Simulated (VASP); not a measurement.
CuO (Tenorite):

```xyz
4
Lattice="2.3755 -1.7359 0.0000 2.3755 1.7359 0.0000 -0.8719 0.0000 5.1260" Properties=species:S:1:pos:R:3 pbc="T T T"
Cu    0.7518   -0.8569    2.5630
Cu    1.1878    0.8569    0.0000
O     1.6637    0.2878    3.8635
O     2.0997   -0.2878    1.3005
```

Base run:

```yaml
Program: VASP 6.6.1
Functional: LDA
Potentials_or_basis: VASP PAW LDA potentials, release 64 (Cu_sv_GW, O)
Cutoff: 700 eV
k_mesh: 10 × 10 × 5
Occupations: fermi-dirac, width 0.05 eV
Spin: no spin polarisation
```

Its results: band gap on the k mesh zero (band 25 reaches 5.04 eV, above the bottom of band 26 at 4.44 eV); pressure -17.7 GPa; largest force 0.795 eV/Å.

Problem. The run is repeated on the same cell with these changes: potentials or basis from VASP PAW LDA potentials, release 64 (Cu_sv_GW, O) to VASP PAW LDA potentials, release 64 (Cu, O); cutoff from 700 eV to 520 eV; further incar settings from ALGO = Normal; EDIFF = 1e-06; NBANDS = 33 to ALGO = Normal; EDIFF = 1e-06; NBANDS = 25; valence electrons from 50 to 34. What comes out?

Solution. Band gap on the k mesh zero (band 17 reaches 5.09 eV, above the bottom of band 18 at 4.48 eV); pressure -14.6 GPa; largest force 0.784 eV/Å.

Caveats: semilocal functionals often make such compounds metallic where correlation or magnetic order opens a gap, which also shifts bond lengths.
